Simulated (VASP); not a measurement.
A run of VASP 6.6.1:

File INCAR:

```
SYSTEM = ScAl2N3
PREC = Accurate
ENCUT = 520
EDIFF = 1E-6
ISMEAR = 0
SIGMA = 0.1
LREAL = .FALSE.
LASPH = .TRUE.
NELM = 80
ALGO = Normal
ISIF = 2
LWAVE = .FALSE.
LCHARG = .FALSE.
GGA = PE
NBANDS = 25
```

KPOINTS

```
Automatic mesh
0
G
  6 6 4
  0 0 0
```

Contents of POSCAR:

```
ScAl2N3
1.0
    4.5932962900      0.0000000000      0.0000000000
   -2.2966481500      3.9779112800      0.0000000000
    0.0000000000      0.0000000000      5.2631968500
Sc Al N
1 2 3
Direct
    0.0000000000      0.0000000000      0.0000000000
    0.3333333300      0.6666666700      0.0000000000
    0.6666666700      0.3333333300      0.0000000000
    0.3333333300      0.6666666700      0.5000000000
    0.6666666700      0.3333333300      0.5000000000
    0.0000000000      0.0000000000      0.5000000000
```

Potentials or basis: VASP PAW PBE potentials, release 64 (Sc_sv, Al, N).

Launch:

```bash
$ cat potpaw_PBE.64/Sc_sv/POTCAR potpaw_PBE.64/Al/POTCAR potpaw_PBE.64/N/POTCAR > POTCAR
$ mpirun -np 1 vasp_std > vasp.out
```

Hardware: 1 thread of Intel Xeon 8259CL, with other jobs on the host.

Q: Estimate the wall time of this run.

A: It took 100 s on 1 thread of Intel Xeon 8259CL, with other jobs on the host, peak memory 0.24 GiB. Counts: scf iterations 17, k points 21.
